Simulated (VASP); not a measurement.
A run of VASP 6.6.1 is set up as follows.

Contents of INCAR:

```
ALGO = Normal
EDIFF = 1E-6
ENCUT = 520
GGA = PE
ISIF = 2
ISMEAR = 0
LASPH = True
LCHARG = False
LREAL = Auto
LWAVE = False
NBANDS = 52
NELECT = 74.0
NELM = 100
PREC = Accurate
SIGMA = 0.05
```

File KPOINTS:

```
k-points
0
Gamma
  2 2 2
```

File POSCAR:

```
CuSi16
1.0
    0.0000000000      5.4300000000      5.4300000000
    5.4300000000      0.0000000000      5.4300000000
    5.4300000000      5.4300000000      0.0000000000
Si Cu
16 1
Direct
   -0.0168096685      0.0007511050      0.0050989871
    0.1160374770      0.1217081952      0.1261133517
   -0.0054791897     -0.0052867403      0.5040060773
    0.1204045120      0.1289592081      0.6330312155
   -0.0062386740      0.4997902394      0.0011817680
    0.1199493554      0.6284454880      0.1335762431
    0.0077925414      0.5103437385      0.5138074586
    0.1437767956      0.6269616943      0.6325709024
    0.4892149171     -0.0009823204      0.0029079190
    0.6116609576      0.1242611418      0.1289108656
    0.4926058932     -0.0036462247      0.5008661142
    0.6191489871      0.1153554328      0.6299928177
    0.4925827808      0.4962511050      0.0009501842
    0.6187231123      0.6261531308      0.1196087477
    0.5132742173      0.4910151013      0.4945926335
    0.6307876611      0.6237038674      0.6281296501
    0.9076199816      0.3717778085      0.3808102210
```

Potentials or basis: VASP PAW PBE potentials, release 64 (Si, Cu).

Run with:

```console
$ cat potpaw_PBE.64/Si/POTCAR potpaw_PBE.64/Cu/POTCAR > POTCAR
$ mpirun -np 1 vasp_std > vasp.out
```

Predict the largest force.

0.054 eV/Å.

Forces on the atoms (eV/Å):
```
Si  -0.005  0.009  0.009
Si  -0.020  0.002 -0.001
Si   0.019  0.014 -0.006
Si  -0.009 -0.018 -0.012
Si  -0.025 -0.029  0.003
Si  -0.004  0.004  0.017
Si   0.027  0.047  0.007
Si   0.007  0.018 -0.022
Si  -0.003 -0.005  0.001
Si  -0.009 -0.008 -0.001
Si   0.002  0.004  0.007
Si   0.002 -0.005 -0.004
Si   0.009 -0.010  0.009
Si  -0.003 -0.014 -0.006
Si   0.012  0.009 -0.016
Si  -0.002 -0.007 -0.013
Cu   0.002 -0.008  0.028
```

Caveat: the k points lie up to 0.50 Å⁻¹ apart; the cell carries a net charge on a neutralising background, which shifts energy and pressure.
